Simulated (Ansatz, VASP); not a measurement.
EuS: VASP beside Ansatz

```xyz
2
Lattice="0.0000 2.9785 2.9785 2.9785 0.0000 2.9785 2.9785 2.9785 0.0000" Properties=species:S:1:pos:R:3 pbc="T T T"
Eu    0.0000    0.0000    0.0000
S     2.9785    2.9785    2.9785
```

Alike in both runs: task single point; functional PBE; k mesh 7 × 7 × 7; occupations fermi-dirac, width 0.15 eV; collinear spin; Hubbard terms Eu f U = 2.0 eV.

|  | VASP | Ansatz |
| --- | --- | --- |
| version | VASP 6.6.1 | Ansatz 0.2.0 |
| potentials or method | VASP PAW PBE potentials, release 64 (Eu, S) | plane waves, PAW |
| plane-wave cutoff (eV) | 600 | 420 |
| valence electrons in the cell | 23 | 23 |

|  | VASP | Ansatz | Ansatz less VASP |
| --- | --- | --- | --- |
| gap on the k mesh at the Fermi level (eV) | none | none | - |
| net moment per atom (μB) | 3.49 | 3.49 | +0.007 |
| size of the moment on the site where the two differ most (μB) | 6.62 | 6.80 | +0.175 |

Site moments also hang on the region over which each program counts them. The programs project onto different local orbitals, so the same U acts differently, and such runs can settle in different states. A gap of «none» marks a metal or a gap that the smearing closes. Ansatz's warnings: filled band counts differ across k points, stability check not made.

Spin-orbit coupling is off throughout.
